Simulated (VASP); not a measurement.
Set up this calculation in VASP 6.6.1, as the native input.

* Task: single point
* Functional: PBE
* Dispersion: D3(BJ)
* Potentials or basis: VASP PAW PBE potentials, release 64 (S, Zr_sv, H)
* Cutoff: 400 eV
* k mesh: 6 × 6 × 1
* Occupations: gaussian, width 0.05 eV
* Spin: no spin polarisation
* Dipole correction: yes
* Further INCAR settings: ALGO = Normal; EDIFF = 1e-06; NBANDS = 62; NELMDL = -8

The structure of Zr2HS4 lies in POSCAR:

```
Zr2HS4
1.0
    7.2976778227      0.0000000000      0.0000000000
   -3.6488389114      6.3199743831      0.0000000000
    0.0000000000      0.0000000000     20.9171506047
S Zr H
8 4 2
Direct
    0.3333333333      0.1666666667      0.1912306354
    0.3333333333      0.6666666667      0.1912306354
    0.8333333333      0.1666666667      0.1912306354
    0.8333333333      0.6666666667      0.1912306354
    0.1666666667      0.3333333333      0.3306927762
    0.1666666667      0.8333333333      0.3306927762
    0.6666666667      0.3333333333      0.3306927762
    0.6666666667      0.8333333333      0.3306927762
    0.0000000000      0.0000000000      0.2609617058
    0.0000000000      0.5000000000      0.2609617058
    0.5000000000      0.0000000000      0.2609617058
    0.5000000000      0.5000000000      0.2609617058
    0.2741954354      0.7258045646      0.3522062227
    0.3924712313      0.6075287687      0.3522062227
```

These files were run (other wordings do the same):

INCAR

```
PREC = Accurate ; ENCUT = 400
EDIFF = 1E-6 ; ISMEAR = 0
SIGMA = 0.05 ; LREAL = False
LASPH = True ; NELM = 120
ALGO = Normal ; ISIF = 2
LWAVE = False ; LCHARG = False
LDIPOL = True ; IDIPOL = 3
DIPOL = 0.5 0.5 0.274 ; GGA = PE
IVDW = 12 ; NBANDS = 62
GGA_COMPAT = False ; NELMDL = -8
```

KPOINTS

```
regular mesh
0
Gamma
  6 6 1
```

Potentials or basis: VASP PAW PBE potentials, release 64 (S, Zr_sv, H).

Run with:

```console
$ cat potpaw_PBE.64/S/POTCAR potpaw_PBE.64/Zr_sv/POTCAR potpaw_PBE.64/H/POTCAR > POTCAR
$ mpirun -np 1 vasp_std > vasp.out
```

Results of the run:

The largest force is 1.837 eV/Å and the band gap on the k mesh is zero (bands 49 and 50 overlap by 0.34 eV). The dispersion energy per atom is -0.224 eV.

Wall time 17 min on 1 thread of AMD EPYC 9R45 96-Core Processor (Zen 5), with other jobs on the host, peak memory 0.87 GiB.
